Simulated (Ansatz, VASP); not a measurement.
**BaBe2: VASP beside Ansatz**

```xyz
6
Lattice="3.6392 -4.7904 0.0334 3.6392 4.7904 0.0334 -0.8864 0.0000 4.1534" Properties=species:S:1:pos:R:3 pbc="T T T"
Ba    2.9744    1.7725    3.1485
Ba    3.4176   -1.7725    1.0718
Be    0.1217    0.1088    3.8273
Be    0.5649   -0.1088    1.7506
Be    6.2703   -0.1088    0.3930
Be    5.8271    0.1088    2.4697
```

Change from the starting cell: the structure that the rattled cubic Laves (C15) type (Fd-3m, No. 227) fell into.

Alike in both runs: functional PBE; k mesh 8 × 8 × 10; occupations gaussian, width 0.1 eV; no spin polarisation.

Ansatz relaxed the structure, and its values are those at the end. VASP's run is a single point on that final structure, the one shown.

|  | VASP | Ansatz |
| --- | --- | --- |
| version | VASP 6.6.1 | Ansatz 0.2.0 |
| potentials or method | VASP PAW PBE potentials, release 64 (Ba_sv, Be), cutoff 520 eV | scalar-relativistic, plane waves, PAW |
| valence electrons in the cell | 28 | 28 |

```tsv
	VASP	Ansatz	Ansatz less VASP
gap on the k mesh at the Fermi level (eV)	none	none	-
pressure (GPa)	0.3	0.0	-0.29
rms of the force components (eV/Å)	0.007	0.001	-0.0059
```

A gap of «none» marks a metal or a gap that the smearing closes.

Neither program's run includes spin-orbit coupling.
